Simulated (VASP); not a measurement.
# Sn (Fd-3m) in VASP: further runs, part 2 of 2

VASP 6.6.1.

### 4 Single point, PBE (volume scaled by 0.98)

Input file INCAR:

```
PREC     = Accurate       # precision mode
ENCUT    = 520            # plane-wave cutoff, eV
EDIFF    = 1E-6           # SCF threshold, eV
ISMEAR   = -1             # smearing method
SIGMA    = 0.05           # smearing width, eV
LREAL    = F              # projectors in reciprocal space
LASPH    = T              # aspherical terms in the spheres
NELM     = 60             # most SCF steps
ALGO     = Fast           # electronic algorithm
ISIF     = 2              # what is computed and relaxed
LWAVE    = F              # write WAVECAR
LCHARG   = F              # write CHGCAR
GGA      = PE             # functional
NBANDS   = 21             # bands
```

Input file KPOINTS:

```
regular mesh
0
Gamma
  7 7 7
```

Input file POSCAR:

```
Sn
1.0
    0.0000000000      3.2116418589      3.2116418589
    3.2116418589      0.0000000000      3.2116418589
    3.2116418589      3.2116418589      0.0000000000
Sn
2
Direct
    0.7500000000      0.7500000000      0.7500000000
    0.5000000000      0.5000000000      0.5000000000
```

Potentials or basis: VASP PAW PBE potentials, release 64 (Sn_d).

The run is started by

```console
cat potpaw_PBE.64/Sn_d/POTCAR > POTCAR
mpirun -np 1 vasp_std > vasp.out
```

OUTCAR:

```text
PREC = Accurate
   ENCUT = 520
   EDIFF = 1E-6
   ISMEAR = -1
   LREAL = F
   LASPH = T
   NELM = 60
   ISIF = 2
   GGA = PE

 ion  position               nearest neighbor table
   1  0.750  0.750  0.750-   2 2.78   2 2.78   2 2.78   2 2.78
   2  0.500  0.500  0.500-   1 2.78   1 2.78   1 2.78   1 2.78

  LATTYP: Found a face centered cubic cell.
 ALAT       =     6.4232837178

  Lattice vectors:

 A1 = (   0.0000000000,   3.2116418589,   3.2116418589)
 A2 = (   3.2116418589,   0.0000000000,   3.2116418589)
 A3 = (   3.2116418589,   3.2116418589,   0.0000000000)

Analysis of symmetry for initial positions (statically):
=====================================================================
 Subroutine PRICEL returns:
 Original cell was already a primitive cell.

 Routine SETGRP: Setting up the symmetry group for a
 face centered cubic supercell.

 Subroutine GETGRP returns: Found 48 space group operations
 (whereof 24 operations were pure point group operations)
 out of a pool of 48 trial point group operations.

The static configuration has the point symmetry T_d .
 The point group associated with its full space group is O_h .

Analysis of symmetry for dynamics (positions and initial velocities):
=====================================================================
 Subroutine PRICEL returns:
 Original cell was already a primitive cell.

 Routine SETGRP: Setting up the symmetry group for a
 face centered cubic supercell.

 Subroutine GETGRP returns: Found 48 space group operations
 (whereof 24 operations were pure point group operations)
 out of a pool of 48 trial point group operations.

The dynamic configuration has the point symmetry T_d .
 The point group associated with its full space group is O_h .

 Subroutine INISYM returns: Found 48 space group operations
 (whereof 24 operations are pure point group operations),
 and found     1 'primitive' translations

----------------------------------------------------------------------------------------

                                     Primitive cell

  volume of cell :      66.2539

  direct lattice vectors                    reciprocal lattice vectors
     0.000000000  3.211641859  3.211641859    -0.155683610  0.155683610  0.155683610
     3.211641859  0.000000000  3.211641859     0.155683610 -0.155683610  0.155683610
     3.211641859  3.211641859  0.000000000     0.155683610  0.155683610 -0.155683610

  length of vectors
     4.541947474  4.541947474  4.541947474     0.269651923  0.269651923  0.269651923

  position of ions in fractional coordinates (direct lattice)
     0.750000000  0.750000000  0.750000000
     0.500000000  0.500000000  0.500000000

  ion indices of the primitive-cell ions
   primitive index   ion index
                 1           1
                 2           2

----------------------------------------------------------------------------------------

 KPOINTS: regular mesh

Automatic generation of k-mesh.
 Grid dimensions read from file:
 generate k-points for:    7    7    7

 Generating k-lattice:

  Cartesian coordinates                     Fractional coordinates (reciprocal lattice)
    -0.022240516  0.022240516  0.022240516     0.142857143  0.000000000  0.000000000
     0.022240516 -0.022240516  0.022240516     0.000000000  0.142857143  0.000000000
     0.022240516  0.022240516 -0.022240516     0.000000000  0.000000000  0.142857143

  Length of vectors
     0.038521703  0.038521703  0.038521703

  Shift w.r.t. Gamma in fractional coordinates (k-lattice)
     0.000000000  0.000000000  0.000000000

 Subroutine IBZKPT returns following result:
 ===========================================

 Found     20 irreducible k-points:

 Following reciprocal coordinates:
            Coordinates               Weight
  0.000000  0.000000  0.000000      1.000000
  0.142857  0.000000  0.000000      8.000000
  0.285714  0.000000  0.000000      8.000000
  0.428571  0.000000  0.000000      8.000000
  0.142857  0.142857  0.000000      6.000000
  0.285714  0.142857  0.000000     24.000000
[... 12 lines left out ...]
 -0.428571  0.428571  0.142857     24.000000
 -0.285714  0.428571  0.142857     24.000000
   k-points           NKPTS =     20   k-points in BZ     NKDIM =     20   number of bands    NBANDS=     21
   number of dos      NEDOS =    301   number of ions     NIONS =      2
   total plane-waves  NPLWV =  46656
   dimension x,y,z NGX =    36 NGY =   36 NGZ =   36
   dimension x,y,z NGXF=    72 NGYF=   72 NGZF=   72
   ions per type =               2
   NGX,Y,Z   is equivalent  to a cutoff of  13.18, 13.18, 13.18 a.u.
   NGXF,Y,Z  is equivalent  to a cutoff of  26.35, 26.35, 26.35 a.u.
 SYSTEM =  unknown system
   PREC   = accura    normal or accurate (medium, high low for compatibility)
   ISTART =      0    job   : 0-new  1-cont  2-samecut
   ICHARG =      2    charge: 1-file 2-atom 10-const
   ISPIN  =      1    spin polarized calculation?
   LNONCOLLINEAR =      F non collinear calculations
   LSORBIT =      F    spin-orbit coupling
   LASPH  =      T    aspherical Exc in radial PAW
   ENCUT  =  520.0 eV  38.22 Ry    6.18 a.u.   8.45  8.45  8.45*2*pi/ulx,y,z
   NELM   =     60;   NELMIN=  2; NELMDL= -5     # of ELM steps
   EDIFF  = 0.1E-05   stopping-criterion for ELM
   LREAL  =      F    real-space projection
   EDIFFG = 0.1E-04   stopping-criterion for IOM
   NSW    =      0    number of steps for IOM
   IBRION =     -1    ionic relax: 0-MD 1-quasi-New 2-CG
   NFREE  =      0    steps in history (QN), initial steepest desc. (CG)
   ISIF   =      2    stress and relaxation
   ISYM   =      2    0-nonsym 1-usesym 2-fastsym
   POTIM  = 0.5000    time-step for ionic-motion
   TEBEG  =    0.0;   TEEND  =   0.0 temperature during run
   PSTRESS=    0.0 pullay stress
   NELECT =      28.0000    total number of electrons
   NUPDOWN=      -1.0000    fix difference up-down
   EMIN   =  10.00;   EMAX   =-10.00  energy-range for DOS
   EFERMI =   0.00;   METHOD = LEGACY
   ISMEAR =    -1;   SIGMA  =   0.05  broadening in eV -4-tet -1-fermi 0-gaus
   EFERMI_NEDOS =   21; number of points for ismear=-14 and -15
   IALGO  =     68    algorithm
   IMIX   =      4    mixing-type and parameters
     AMIX     =   0.40;   BMIX     =  1.00
     AMIX_MAG =   1.60;   BMIX_MAG =  1.00
  volume/ion in A,a.u.               =      33.13       223.55
  Fermi-wavevector in a.u.,A,eV,Ry     =   1.228543  2.321610 20.535520  1.509318
  Thomas-Fermi vector in A             =   2.363465
   LORBIT       =      0    0 simple, 1 ext, 2 COOP (PROOUT), +10 PAW based schemes
   GGA     = PE    functional components
   LHFCALC =     F    Hartree Fock is set to
   AEXX    =    0.0000 exact exchange contribution
   IVDW    =     0    specifies the selected vdW correction
   LEPSILON=     F    determine dielectric tensor
   LRPA    =     F    only Hartree local field effects (RPA)
 non-spin polarized calculation
 RMM-DIIS sequential band-by-band and
  energy-cutoff  :      520.00
  volume of cell :       66.25
 maximum number of plane-waves:      1807
 NGX is ok and might be reduce to    36
   NGX = 17   NGY = 17   NGZ = 17

 number of electron      28.0000012 magnetization

 Free energy of the ion-electron system (eV)
  ---------------------------------------------------
  ext. energy  EPLUGINS =         0.00000000
  ---------------------------------------------------
  free energy    TOTEN  =        -7.57418835 eV

  energy without entropy =       -7.57252467  energy(sigma->0) =       -7.57335651

 E-fermi :   5.9910     XC(G=0):  -9.0087

 val. band max:        5.6953164867   @ k =   0.1429   0.0000   0.0000
 cond. band min:       6.0641271410   @ k =   0.0000   0.0000   0.0000
 fundamental gap:      0.3688106542
 Fermi energy:         5.9910302705

 k-point     1 :       0.0000    0.0000    0.0000
  band No.  band energies     occupation
      1     -15.7701      2.00000
      2     -15.7701      2.00000
      3     -15.7701      2.00000
      4     -15.7062      2.00000
      5     -15.7062      2.00000
      6     -15.3711      2.00000
[... 13 lines left out ...]
     20      14.0126      0.00000
     21      14.0147      0.00000
[... 433 lines left out ...]
 k-point    20 :      -0.2857    0.4286    0.1429
  band No.  band energies     occupation
      1     -15.8495      2.00000
      2     -15.8357      2.00000
      3     -15.6551      2.00000
      4     -15.5812      2.00000
      5     -15.5604      2.00000
      6     -15.5250      2.00000
[... 13 lines left out ...]
     20      14.8160      0.00000
     21      16.6660      0.00000

------------------------ aborting loop because EDIFF is reached ----------------------------------------

  FORCE on cell =-STRESS in cart. coord.  units (eV):
  Direction    XX          YY          ZZ          XY          YZ          ZX
  --------------------------------------------------------------------------------------
  -------------------------------------------------------------------------------------
  Total        2.0190736      2.0190736      2.0190736      0.0000000      0.0000000     -0.0000000
  in kB       48.8260288     48.8260288     48.8260288      0.0000000      0.0000000     -0.0000000
  external PRESSURE =      48.8260288 kB  Pullay stress =       0.0000000 kB

 VOLUME and BASIS-vectors are now :
 -----------------------------------------------------------------------------
  energy-cutoff  :      520.00
  volume of cell :       66.25
      direct lattice vectors                 reciprocal lattice vectors
     0.000000000  3.211641859  3.211641859    -0.155683610  0.155683610  0.155683610
     3.211641859  0.000000000  3.211641859     0.155683610 -0.155683610  0.155683610
     3.211641859  3.211641859  0.000000000     0.155683610  0.155683610 -0.155683610

 POSITION                                       TOTAL-FORCE (eV/Angst)
 -----------------------------------------------------------------------------------
      4.81746      4.81746      4.81746         0.000000      0.000000      0.000000
      3.21164      3.21164      3.21164        -0.000000     -0.000000     -0.000000
 -----------------------------------------------------------------------------------
    total drift:                                0.000000      0.000000      0.000000

  FREE ENERGIE OF THE ION-ELECTRON SYSTEM (eV)
  ---------------------------------------------------
  free  energy   TOTEN  =        -7.5741883479 eV

  energy  without entropy=       -7.5725246732  energy(sigma->0) =       -7.57335651
```

Run time: 24 s. Hardware: 1 thread of Intel Xeon Platinum 8488C (Sapphire Rapids), shared host; peak memory 0.2 GiB.

What came out:

```yaml
Free_energy: -7.5742 eV
Pressure: 4.9 GPa
Band_gap_on_the_k_mesh: zero (filled and empty bands touch)
```

Levels at points of the mesh, in eV from the Fermi level:
| k point | band 11 | band 12 | band 13 | band 14 | band 15 | band 16 | band 17 | band 18 |
| --- | --- | --- | --- | --- | --- | --- | --- | --- |
| (0.00, 0.00, 0.00) | -10.83 | -0.43 | 0.07 | 0.07 | 0.07 | 2.15 | 2.15 | 2.15 |

Caveat: spin-orbit coupling is left out, which moves the levels of the heavy elements.

### 5 Single point, PBE (volume scaled by 1.02)

Input file INCAR:

```
SYSTEM = Sn
PREC = Accurate ; ENCUT = 520
EDIFF = 1E-6 ; ISMEAR = -1
SIGMA = 0.05 ; LREAL = .FALSE.
LASPH = .TRUE. ; NELM = 80
ALGO = Fast ; ISIF = 2
LWAVE = .FALSE. ; LCHARG = .FALSE.
GGA = PE ; NBANDS = 21
```

Input file KPOINTS:

```
Automatic mesh
0
G
  7 7 7
  0 0 0
```

Input file POSCAR:

```
Sn
1.0
    0.0000000000      3.2547562903      3.2547562903
    3.2547562903      0.0000000000      3.2547562903
    3.2547562903      3.2547562903      0.0000000000
Sn
2
Direct
    0.7500000000      0.7500000000      0.7500000000
    0.5000000000      0.5000000000      0.5000000000
```

The run is started by

```console
cat potpaw_PBE.64/Sn_d/POTCAR > POTCAR
mpirun -np 1 vasp_std > vasp.out
```

Wall time 36 s (1 thread of Intel Xeon Platinum 8488C (Sapphire Rapids), shared host); peak memory 0.2 GiB.

It converged, with:

* Free energy: -7.6388 eV
* Pressure: 2.7 GPa
* Band gap on the k mesh: zero (band 14 reaches 5.63 eV, above the bottom of band 15 at 5.56 eV)

Levels at points of the mesh, in eV from the Fermi level:
```
           k point  band 10  band 11  band 12  band 13  band 14  band 15  band 16  band 17  band 18  band 19
(0.00, 0.00, 0.00)   -21.25   -10.50    -0.65     0.13     0.13     0.13     2.21     2.21     2.21     5.06
```

Caveat: spin-orbit coupling is left out, which moves the levels of the heavy elements.

### 6 Single point, PBE (volume scaled by 1.04)

Input file INCAR:

```
SYSTEM = Sn
ALGO = Normal ; EDIFF = 1E-7
ENCUT = 520 ; GGA = PE
ISIF = 2 ; ISMEAR = -1
LASPH = .TRUE. ; LCHARG = .TRUE.
LELF = .TRUE. ; LREAL = .FALSE.
LVHAR = .TRUE. ; LWAVE = .FALSE.
NBANDS = 21 ; NELM = 80
PREC = Accurate ; SIGMA = 0.05
```

Input file KPOINTS:

```
k-points
0
G
  7 7 7
  0 0 0
```

Input file POSCAR:

```
Sn
1.0
    0.0000000000      3.2758916636      3.2758916636
    3.2758916636      0.0000000000      3.2758916636
    3.2758916636      3.2758916636      0.0000000000
Sn
2
Direct
    0.7500000000      0.7500000000      0.7500000000
    0.5000000000      0.5000000000      0.5000000000
```

Potentials or basis: VASP PAW PBE potentials, release 64 (Sn_d).

The run is started by

```console
cat potpaw_PBE.64/Sn_d/POTCAR > POTCAR
mpirun -np 1 vasp_std > vasp.out
```

OUTCAR:

```text
SYSTEM = Sn
   EDIFF = 1E-7
   ENCUT = 520
   GGA = PE
   ISIF = 2
   ISMEAR = -1
   LASPH = .TRUE.
   LREAL = .FALSE.
   NELM = 80
   PREC = Accurate

 ion  position               nearest neighbor table
   1  0.750  0.750  0.750-   2 2.84   2 2.84   2 2.84   2 2.84
   2  0.500  0.500  0.500-   1 2.84   1 2.84   1 2.84   1 2.84

  LATTYP: Found a face centered cubic cell.
 ALAT       =     6.5517833272

  Lattice vectors:

 A1 = (   0.0000000000,   3.2758916636,   3.2758916636)
 A2 = (   3.2758916636,   0.0000000000,   3.2758916636)
 A3 = (   3.2758916636,   3.2758916636,   0.0000000000)

Analysis of symmetry for initial positions (statically):
=====================================================================
 Subroutine PRICEL returns:
 Original cell was already a primitive cell.

 Routine SETGRP: Setting up the symmetry group for a
 face centered cubic supercell.

 Subroutine GETGRP returns: Found 48 space group operations
 (whereof 24 operations were pure point group operations)
 out of a pool of 48 trial point group operations.

The static configuration has the point symmetry T_d .
 The point group associated with its full space group is O_h .

Analysis of symmetry for dynamics (positions and initial velocities):
=====================================================================
 Subroutine PRICEL returns:
 Original cell was already a primitive cell.

 Routine SETGRP: Setting up the symmetry group for a
 face centered cubic supercell.

 Subroutine GETGRP returns: Found 48 space group operations
 (whereof 24 operations were pure point group operations)
 out of a pool of 48 trial point group operations.

The dynamic configuration has the point symmetry T_d .
 The point group associated with its full space group is O_h .

 Subroutine INISYM returns: Found 48 space group operations
[... 98 lines left out ...]
   ISIF   =      2    stress and relaxation
   ISYM   =      2    0-nonsym 1-usesym 2-fastsym
   POTIM  = 0.5000    time-step for ionic-motion
   TEBEG  =    0.0;   TEEND  =   0.0 temperature during run
   PSTRESS=    0.0 pullay stress
   NELECT =      28.0000    total number of electrons
   NUPDOWN=      -1.0000    fix difference up-down
   EMIN   =  10.00;   EMAX   =-10.00  energy-range for DOS
   EFERMI =   0.00;   METHOD = LEGACY
   ISMEAR =    -1;   SIGMA  =   0.05  broadening in eV -4-tet -1-fermi 0-gaus
   EFERMI_NEDOS =   21; number of points for ismear=-14 and -15
   IALGO  =     38    algorithm
   IMIX   =      4    mixing-type and parameters
     AMIX     =   0.40;   BMIX     =  1.00
     AMIX_MAG =   1.60;   BMIX_MAG =  1.00
  volume/ion in A,a.u.               =      35.16       237.24
  Fermi-wavevector in a.u.,A,eV,Ry     =   1.204448  2.276076 19.737897  1.450694
  Thomas-Fermi vector in A             =   2.340173
   LORBIT       =      0    0 simple, 1 ext, 2 COOP (PROOUT), +10 PAW based schemes
   GGA     = PE    functional components
[... 5 lines left out ...]
 non-spin polarized calculation
  energy-cutoff  :      520.00
  volume of cell :       70.31
 maximum number of plane-waves:      1917
   NGX = 17   NGY = 17   NGZ = 17

 number of electron      27.9999984 magnetization

 Free energy of the ion-electron system (eV)
  ---------------------------------------------------
  ext. energy  EPLUGINS =         0.00000000
  ---------------------------------------------------
  free energy    TOTEN  =        -7.65856088 eV

  energy without entropy =       -7.65624824  energy(sigma->0) =       -7.65740456

 E-fermi :   5.2728     XC(G=0):  -8.7478

 val. band max:        5.0957121425   @ k =   0.1429   0.0000   0.0000
 cond. band min:       5.3164675955   @ k =   0.4286   0.0000   0.0000
 fundamental gap:      0.2207554530
 Fermi energy:         5.2728433881

 k-point     1 :       0.0000    0.0000    0.0000
  band No.  band energies     occupation
      1     -16.2824      2.00000
      2     -16.2824      2.00000
      3     -16.2824      2.00000
      4     -16.2268      2.00000
      5     -16.2268      2.00000
      6     -15.9404      2.00000
[... 469 lines left out ...]
     20      13.9533      0.00000
     21      15.6412      0.00000

------------------------ aborting loop because EDIFF is reached ----------------------------------------

  FORCE on cell =-STRESS in cart. coord.  units (eV):
  Direction    XX          YY          ZZ          XY          YZ          ZX
  --------------------------------------------------------------------------------------
  -------------------------------------------------------------------------------------
  Total        0.8113726      0.8113726      0.8113726     -0.0000000      0.0000000     -0.0000000
  in kB       18.4889534     18.4889534     18.4889534     -0.0000000      0.0000000     -0.0000000
  external PRESSURE =      18.4889534 kB  Pullay stress =       0.0000000 kB

 VOLUME and BASIS-vectors are now :
 -----------------------------------------------------------------------------
  energy-cutoff  :      520.00
  volume of cell :       70.31
      direct lattice vectors                 reciprocal lattice vectors
     0.000000000  3.275891664  3.275891664    -0.152630200  0.152630200  0.152630200
     3.275891664  0.000000000  3.275891664     0.152630200 -0.152630200  0.152630200
     3.275891664  3.275891664  0.000000000     0.152630200  0.152630200 -0.152630200

 POSITION                                       TOTAL-FORCE (eV/Angst)
 -----------------------------------------------------------------------------------
      4.91384      4.91384      4.91384         0.000000      0.000000      0.000000
      3.27589      3.27589      3.27589        -0.000000     -0.000000     -0.000000
 -----------------------------------------------------------------------------------
    total drift:                                0.000000      0.000000      0.000000

  FREE ENERGIE OF THE ION-ELECTRON SYSTEM (eV)
  ---------------------------------------------------
  free  energy   TOTEN  =        -7.6585608813 eV

  energy  without entropy=       -7.6562482407  energy(sigma->0) =       -7.65740456
```

It took 26 s on 1 thread of Intel Xeon Platinum 8488C (Sapphire Rapids), shared host; peak memory 0.2 GiB.

What came out:

```yaml
Free_energy: -7.6586 eV
Pressure: 1.8 GPa
Band_gap_on_the_k_mesh: zero (band 14 reaches 5.43 eV, above the bottom of band 15 at 5.32 eV)
```

Caveat: spin-orbit coupling is left out, which moves the levels of the heavy elements.

### 7 Overview

```csv
cell,gap on the mesh (eV),pressure (GPa)
"a = 4.479 Å, angles 60.0°, 2 atoms",none,7.6
"a = 4.511 Å, angles 60.0°, 2 atoms",none,6.2
"a = 4.542 Å, angles 60.0°, 2 atoms",none,4.9
"a = 4.603 Å, angles 60.0°, 2 atoms",none,2.7
"a = 4.633 Å, angles 60.0°, 2 atoms",none,1.8
```

Alike in all rows: task single point; level PBE; potentials or basis VASP PAW PBE potentials, release 64 (Sn_d); no spin polarisation; k mesh 7 × 7 × 7; cutoff (eV) 520; smearing fermi-dirac 0.05 eV.

Caveats: spin-orbit coupling is left out, which moves the levels of the heavy elements.

Total energies depend on the potentials used, so only differences within one code and one set of settings carry meaning.
